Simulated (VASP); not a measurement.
# LuZrBr6 (P-62m) in VASP: a series of runs

Runs on LuZrBr6. Level: PBE. Tasks: single point, relaxation of cell and atoms.

Everything below comes from runs of VASP 6.6.1. Logs are shortened: lines on timing, memory, paths and dates and some standing lists are left out, and cuts for length are marked.

## Step 1: The cell of the first run

The structure is hexagonal, space group P-62m (No. 189). The conventional cell has a = 7.317 Å, b = 7.317 Å, c = 7.076 Å, α = 90.00°, β = 90.00°, γ = 120.00°. Lu (site symmetry -62m) has 6 Br at 2.77 Å and 2 Zr at 3.54 Å within 3.6 Å. Within 3.6 Å of Zr (site symmetry -62m) lie 6 Br at 2.70 Å and 2 Lu at 3.54 Å. Br (site symmetry m) has 1 Zr at 2.70 Å and 1 Lu at 2.77 Å and 1 Br at 3.43 Å within 3.6 Å.

## Step 2: Single point, PBE

Contents of INCAR:

```
SYSTEM = LuZrBr6
ALGO = Normal ; EDIFF = 1E-6
ENCUT = 520 ; GGA = PE
ISIF = 2 ; ISMEAR = 0
LASPH = .True. ; LCHARG = .False.
LREAL = .False. ; LWAVE = .False.
NBANDS = 50 ; NELM = 100
PREC = Accurate ; SIGMA = 0.1
```

Contents of KPOINTS:

```
k-points
0
Gamma
  6 6 2
  0 0 0
```

Contents of POSCAR:

```
LuZrBr6
1.0
    7.3172806346     -0.0000000039      0.0000000000
   -3.6586403139      6.3369509182      0.0000000000
    0.0000000000      0.0000000000      7.0761205514
Lu Zr Br
1 1 6
Direct
    0.0000000000      0.0000000000      0.0000000000
    0.0000000000      0.0000000000      0.5000000000
    0.2847700340      0.0000000000      0.7426890800
    0.0000000000      0.2847700340      0.7426890800
    0.7152299660      0.7152299660      0.7426890800
    0.2847700340      0.0000000000      0.2573109200
    0.0000000000      0.2847700340      0.2573109200
    0.7152299660      0.7152299660      0.2573109200
```

Potentials or basis: VASP PAW PBE potentials, release 64 (Lu, Zr_sv, Br).

Run with:

```bash
cat potpaw_PBE.64/Lu/POTCAR potpaw_PBE.64/Zr_sv/POTCAR potpaw_PBE.64/Br/POTCAR > POTCAR
mpirun -np 1 vasp_std > vasp.out
```

OUTCAR:

```text
SYSTEM = LuZrBr6
   EDIFF = 1E-6
   ENCUT = 520
   GGA = PE
   ISIF = 2
   ISMEAR = 0
   LASPH = .True.
   LREAL = .False.
   NELM = 100
   PREC = Accurate

 ion  position               nearest neighbor table
   1  0.000  0.000  0.000-   3 2.77   6 2.77   4 2.77   7 2.77   5 2.77   8 2.77   2 3.54   2 3.54

   2  0.000  0.000  0.500-   3 2.70   6 2.70   4 2.70   7 2.70   5 2.70   8 2.70   1 3.54   1 3.54

   3  0.285  0.000  0.743-   2 2.70   1 2.77
   4  0.000  0.285  0.743-   2 2.70   1 2.77
   5  0.715  0.715  0.743-   2 2.70   1 2.77
   6  0.285  0.000  0.257-   2 2.70   1 2.77
   7  0.000  0.285  0.257-   2 2.70   1 2.77
   8  0.715  0.715  0.257-   2 2.70   1 2.77

  LATTYP: Found a hexagonal cell.
 ALAT       =     7.3172806346
 C/A-ratio  =     0.9670423898

  Lattice vectors:

 A1 = (   7.3172806346,  -0.0000000039,   0.0000000000)
 A2 = (  -3.6586403139,   6.3369509182,   0.0000000000)
 A3 = (   0.0000000000,   0.0000000000,   7.0761205514)

Analysis of symmetry for initial positions (statically):
=====================================================================
 Subroutine PRICEL returns:
 Original cell was already a primitive cell.

 Routine SETGRP: Setting up the symmetry group for a
 hexagonal supercell.

 Subroutine GETGRP returns: Found 12 space group operations
 (whereof 12 operations were pure point group operations)
 out of a pool of 24 trial point group operations.

The static configuration has the point symmetry D_3h.

Analysis of symmetry for dynamics (positions and initial velocities):
=====================================================================
 Subroutine PRICEL returns:
 Original cell was already a primitive cell.

 Routine SETGRP: Setting up the symmetry group for a
 hexagonal supercell.

 Subroutine GETGRP returns: Found 12 space group operations
 (whereof 12 operations were pure point group operations)
 out of a pool of 24 trial point group operations.

The dynamic configuration has the point symmetry D_3h.

 Subroutine INISYM returns: Found 12 space group operations
 (whereof 12 operations are pure point group operations),
 and found     1 'primitive' translations

----------------------------------------------------------------------------------------

                                     Primitive cell

  volume of cell :     328.1144

  direct lattice vectors                    reciprocal lattice vectors
     7.317280635 -0.000000004  0.000000000     0.136662792  0.078902300  0.000000000
    -3.658640314  6.336950918  0.000000000     0.000000000  0.157804599  0.000000000
     0.000000000  0.000000000  7.076120551     0.000000000  0.000000000  0.141320374

  length of vectors
     7.317280635  7.317280635  7.076120551     0.157804599  0.157804599  0.141320374

  position of ions in fractional coordinates (direct lattice)
     0.000000000  0.000000000  0.000000000
     0.000000000  0.000000000  0.500000000
     0.284770034  0.000000000  0.742689080
     0.000000000  0.284770034  0.742689080
     0.715229966  0.715229966  0.742689080
     0.284770034  0.000000000  0.257310920
     0.000000000  0.284770034  0.257310920
     0.715229966  0.715229966  0.257310920

  ion indices of the primitive-cell ions
   primitive index   ion index
                 1           1
                 2           2
                 3           3
                 4           4
                 5           5
                 6           6
                 7           7
                 8           8

----------------------------------------------------------------------------------------

 KPOINTS: k-points

Automatic generation of k-mesh.
 Grid dimensions read from file:
 generate k-points for:    6    6    2

 Generating k-lattice:

  Cartesian coordinates                     Fractional coordinates (reciprocal lattice)
     0.022777132  0.013150383  0.000000000     0.166666667  0.000000000  0.000000000
     0.000000000  0.026300767  0.000000000     0.000000000  0.166666667  0.000000000
     0.000000000  0.000000000  0.070660187     0.000000000  0.000000000  0.500000000

  Length of vectors
     0.026300767  0.026300767  0.070660187

  Shift w.r.t. Gamma in fractional coordinates (k-lattice)
     0.000000000  0.000000000  0.000000000

 Subroutine IBZKPT returns following result:
 ===========================================

 Found     14 irreducible k-points:

 Following reciprocal coordinates:
            Coordinates               Weight
  0.000000  0.000000  0.000000      1.000000
  0.166667  0.000000  0.000000      6.000000
  0.333333  0.000000  0.000000      6.000000
  0.500000  0.000000  0.000000      3.000000
  0.166667  0.166667  0.000000      6.000000
  0.333333  0.166667  0.000000     12.000000
  0.333333  0.333333  0.000000      2.000000
  0.000000  0.000000  0.500000      1.000000
  0.166667  0.000000  0.500000      6.000000
  0.333333  0.000000  0.500000      6.000000
  0.500000  0.000000  0.500000      3.000000
  0.166667  0.166667  0.500000      6.000000
  0.333333  0.166667  0.500000     12.000000
  0.333333  0.333333  0.500000      2.000000
   k-points           NKPTS =     14   k-points in BZ     NKDIM =     14   number of bands    NBANDS=     50
   number of dos      NEDOS =    301   number of ions     NIONS =      8
   total plane-waves  NPLWV = 157464
   dimension x,y,z NGX =    54 NGY =   54 NGZ =   54
   dimension x,y,z NGXF=   108 NGYF=  108 NGZF=  108
   ions per type =               1   1   6
   NGX,Y,Z   is equivalent  to a cutoff of  12.27, 12.27, 12.69 a.u.
   NGXF,Y,Z  is equivalent  to a cutoff of  24.54, 24.54, 25.37 a.u.
 SYSTEM =  LuZrBr6
   PREC   = accura    normal or accurate (medium, high low for compatibility)
   ISTART =      0    job   : 0-new  1-cont  2-samecut
   ICHARG =      2    charge: 1-file 2-atom 10-const
   ISPIN  =      1    spin polarized calculation?
   LNONCOLLINEAR =      F non collinear calculations
   LSORBIT =      F    spin-orbit coupling
   LASPH  =      T    aspherical Exc in radial PAW
   ENCUT  =  520.0 eV  38.22 Ry    6.18 a.u.  13.61 13.61 13.16*2*pi/ulx,y,z
   NELM   =    100;   NELMIN=  2; NELMDL= -5     # of ELM steps
   EDIFF  = 0.1E-05   stopping-criterion for ELM
   LREAL  =      F    real-space projection
   EDIFFG = 0.1E-04   stopping-criterion for IOM
   NSW    =      0    number of steps for IOM
   IBRION =     -1    ionic relax: 0-MD 1-quasi-New 2-CG
   NFREE  =      0    steps in history (QN), initial steepest desc. (CG)
   ISIF   =      2    stress and relaxation
   ISYM   =      2    0-nonsym 1-usesym 2-fastsym
   POTIM  = 0.5000    time-step for ionic-motion
   TEBEG  =    0.0;   TEEND  =   0.0 temperature during run
   PSTRESS=    0.0 pullay stress
   NELECT =      79.0000    total number of electrons
   NUPDOWN=      -1.0000    fix difference up-down
   EMIN   =  10.00;   EMAX   =-10.00  energy-range for DOS
   EFERMI =   0.00;   METHOD = LEGACY
   ISMEAR =     0;   SIGMA  =   0.10  broadening in eV -4-tet -1-fermi 0-gaus
   EFERMI_NEDOS =   21; number of points for ismear=-14 and -15
   IALGO  =     38    algorithm
   IMIX   =      4    mixing-type and parameters
     AMIX     =   0.40;   BMIX     =  1.00
     AMIX_MAG =   1.60;   BMIX_MAG =  1.00
  volume/ion in A,a.u.               =      41.01       276.78
  Fermi-wavevector in a.u.,A,eV,Ry     =   1.018456  1.924602 14.112668  1.037252
  Thomas-Fermi vector in A             =   2.151914
   LORBIT       =      0    0 simple, 1 ext, 2 COOP (PROOUT), +10 PAW based schemes
   GGA     = PE    functional components
   LHFCALC =     F    Hartree Fock is set to
   AEXX    =    0.0000 exact exchange contribution
   IVDW    =     0    specifies the selected vdW correction
   LEPSILON=     F    determine dielectric tensor
   LRPA    =     F    only Hartree local field effects (RPA)
 non-spin polarized calculation
 Gauss-broadening in eV      SIGMA  =   0.10
  energy-cutoff  :      520.00
  volume of cell :      328.11
 maximum number of plane-waves:      8918
   NGX = 27   NGY = 27   NGZ = 27

 number of electron      78.9999976 magnetization

 Free energy of the ion-electron system (eV)
  ---------------------------------------------------
  ext. energy  EPLUGINS =         0.00000000
  ---------------------------------------------------
  free energy    TOTEN  =       -35.32352481 eV

  energy without entropy =      -35.32352479  energy(sigma->0) =      -35.32352480

 E-fermi :   1.3737     XC(G=0):  -7.0365

 val. band max:        1.0261993724   @ k =   0.0000   0.0000   0.0000
 cond. band min:       1.7364144486   @ k =   0.3333   0.3333   0.5000
 fundamental gap:      0.7102150762
 Fermi energy:         1.3737435266

 k-point     1 :       0.0000    0.0000    0.0000
  band No.  band energies     occupation
      1     -55.9954      2.00000
      2     -49.4633      2.00000
      3     -27.5961      2.00000
      4     -27.5961      2.00000
      5     -27.3131      2.00000
      6     -26.7376      2.00000
[... 42 lines left out ...]
     49       5.3610      0.00000
     50       5.3843      0.00000

 k-point     2 :       0.1667    0.0000    0.0000
  band No.  band energies     occupation
      1     -55.9954      2.00000
      2     -49.4633      2.00000
      3     -27.5961      2.00000
      4     -27.5961      2.00000
      5     -27.3131      2.00000
      6     -26.7376      2.00000
[... 42 lines left out ...]
     49       5.3473      0.00000
     50       5.3614      0.00000

 k-point     3 :       0.3333    0.0000    0.0000
  band No.  band energies     occupation
      1     -55.9954      2.00000
      2     -49.4633      2.00000
      3     -27.5961      2.00000
      4     -27.5961      2.00000
      5     -27.3131      2.00000
      6     -26.7376      2.00000
[... 572 lines left out ...]
     49       4.7552      0.00000
     50       5.7003      0.00000

 k-point    14 :       0.3333    0.3333    0.5000
  band No.  band energies     occupation
      1     -55.9954      2.00000
      2     -49.4633      2.00000
      3     -27.5956      2.00000
      4     -27.5956      2.00000
      5     -27.2906      2.00000
      6     -26.7382      2.00000
[... 42 lines left out ...]
     49       4.6779      0.00000
     50       5.7985      0.00000

------------------------ aborting loop because EDIFF is reached ----------------------------------------

  FORCE on cell =-STRESS in cart. coord.  units (eV):
  Direction    XX          YY          ZZ          XY          YZ          ZX
  --------------------------------------------------------------------------------------
  -------------------------------------------------------------------------------------
  Total        0.2781847      0.2781847      0.1938713      0.0000000      0.0000000     -0.0000000
  in kB        1.3583713      1.3583713      0.9466703      0.0000000      0.0000000     -0.0000000
  external PRESSURE =       1.2211376 kB  Pullay stress =       0.0000000 kB

 VOLUME and BASIS-vectors are now :
 -----------------------------------------------------------------------------
  energy-cutoff  :      520.00
  volume of cell :      328.11
      direct lattice vectors                 reciprocal lattice vectors
     7.317280635 -0.000000004  0.000000000     0.136662792  0.078902300  0.000000000
    -3.658640314  6.336950918  0.000000000     0.000000000  0.157804599  0.000000000
     0.000000000  0.000000000  7.076120551     0.000000000  0.000000000  0.141320374

 POSITION                                       TOTAL-FORCE (eV/Angst)
 -----------------------------------------------------------------------------------
      0.00000      0.00000      0.00000         0.000000     -0.000000      0.000000
      0.00000      0.00000      3.53806         0.000000     -0.000000      0.000000
      2.08374     -0.00000      5.25536         0.026131     -0.000000     -0.011461
     -1.04187      1.80457      5.25536        -0.013065      0.022630     -0.011461
      2.61677      4.53238      5.25536        -0.013065     -0.022630     -0.011461
      2.08374     -0.00000      1.82076         0.026131     -0.000000      0.011461
     -1.04187      1.80457      1.82076        -0.013065      0.022630      0.011461
      2.61677      4.53238      1.82076        -0.013065     -0.022630      0.011461
 -----------------------------------------------------------------------------------
    total drift:                                0.000000      0.000000     -0.000000

  FREE ENERGIE OF THE ION-ELECTRON SYSTEM (eV)
  ---------------------------------------------------
  free  energy   TOTEN  =       -35.3235248140 eV

  energy  without entropy=      -35.3235247946  energy(sigma->0) =      -35.32352480
```

Run time: 9.7 min. Hardware: 1 thread of Oxide Virtual Turin-like, shared host; peak memory 0.5 GiB.

What came out:

```
Free energy   : -35.3235 eV
Pressure      : 0.1 GPa
Largest force : 0.029 eV/Å
```

Forces on the atoms (eV/Å):
```
Lu   0.000  0.000  0.000
Zr   0.000  0.000  0.000
Br   0.026  0.000 -0.011
Br  -0.013  0.023 -0.011
Br  -0.013 -0.023 -0.011
Br   0.026  0.000  0.011
Br  -0.013  0.023  0.011
Br  -0.013 -0.023  0.011
```

Caveat: the k points lie up to 0.44 Å⁻¹ apart; spin-orbit coupling is left out, which moves the levels of the heavy elements; an odd number of electrons without spin polarisation forces a metal; a magnetic or distorted state may lie lower.

## Step 3: Relaxation of cell and atoms, PBE

Contents of INCAR:

```
SYSTEM = LuZrBr6
ALGO = Normal
EDIFF = 1E-6
EDIFFG = -0.04
ENCUT = 600
GGA = PE
IBRION = 2
ISIF = 3
ISMEAR = 0
LASPH = .TRUE.
LCHARG = .FALSE.
LREAL = .FALSE.
LWAVE = .FALSE.
NELM = 100
NSW = 90
PREC = Accurate
SIGMA = 0.1
```

Contents of KPOINTS:

```
k-points
0
G
  3 3 4
  0 0 0
```

Changes to POSCAR since step 2:

```diff
@@ -2,4 +2,4 @@
 1.0
-    7.3172806346     -0.0000000039      0.0000000000
-   -3.6586403139      6.3369509182      0.0000000000
+    7.3172806346      0.0000000000      0.0000000000
+   -3.6586403173      6.3369509162      0.0000000000
     0.0000000000      0.0000000000      7.0761205514
```

Potentials or basis: VASP PAW PBE potentials, release 64 (Lu, Zr_sv, Br).

Run with:

```bash
cat potpaw_PBE.64/Lu/POTCAR potpaw_PBE.64/Zr_sv/POTCAR potpaw_PBE.64/Br/POTCAR > POTCAR
mpirun -np 1 vasp_std > vasp.out
```

It took 17 min on 1 thread of Oxide Virtual Turin-like, shared host; peak memory 0.6 GiB.

It converged, with:

```
Free energy                            : -35.2014 eV
Relaxed volume                         : 41.24 Å³/atom
Relaxed cell                           : a = 7.331 Å, b = 7.331 Å, c = 7.089 Å, α = 90.00°, β = 90.00°, γ = 120.00°
Space group after relaxing (to 0.05 Å) : P-62m (No. 189)
Energy gained by relaxing              : 0.2 meV/atom
Ionic steps                            : 3
Pressure after relaxing                : 0.0 GPa
Largest force after relaxing           : 0.007 eV/Å
```

Forces on the atoms (eV/Å):
```
Lu   0.000  0.000  0.000
Zr   0.000  0.000  0.000
Br  -0.005  0.000 -0.005
Br   0.002 -0.004 -0.005
Br   0.002  0.004 -0.005
Br  -0.005  0.000  0.005
Br   0.002 -0.004  0.005
Br   0.002  0.004  0.005
```

Stress tensor (GPa, compression positive):
```
 0.02  0.00  0.00
 0.00  0.02  0.00
 0.00  0.00 -0.06
```

The path:
```csv
step,energy change (eV),largest force (eV/Å),pressure (GPa),volume (Å³)
1,0.0000,0.0615,0.23,328.11
2,-0.0012,0.0424,-0.10,330.98
3,-0.0017,0.0066,-0.01,329.94
```

Final structure:
```cif
data_structure
_symmetry_space_group_name_H-M 'P 1'
_symmetry_Int_Tables_number 1
_cell_length_a 7.3309
_cell_length_b 7.3309
_cell_length_c 7.0890
_cell_angle_alpha 90.000
_cell_angle_beta 90.000
_cell_angle_gamma 120.000
_cell_volume 329.94
loop_
_atom_site_label
_atom_site_type_symbol
_atom_site_fract_x
_atom_site_fract_y
_atom_site_fract_z
_atom_site_occupancy
Lu1 Lu 0.00000 0.00000 0.00000 1
Zr1 Zr 0.00000 0.00000 0.50000 1
Br1 Br 0.28503 0.00000 0.74269 1
Br2 Br 0.00000 0.28503 0.74269 1
Br3 Br 0.71497 0.71497 0.74269 1
Br4 Br 0.28503 0.00000 0.25731 1
Br5 Br 0.00000 0.28503 0.25731 1
Br6 Br 0.71497 0.71497 0.25731 1
```

Levels at points of the mesh, in eV from the Fermi level:
```tsv
k point	band 35	band 36	band 37	band 38	band 39	band 40	band 41	band 42	band 43	band 44
(0.00, 0.00, 0.00)	-3.53	-3.19	-3.18	-3.18	-2.96	-0.32	0.66	0.66	2.02	2.20
(0.00, 0.00, 0.50)	-3.65	-3.51	-3.51	-3.50	-3.41	0.49	0.90	0.90	1.83	1.83
```

Caveat: spin-orbit coupling is left out, which moves the levels of the heavy elements; an odd number of electrons without spin polarisation forces a metal; a magnetic or distorted state may lie lower.
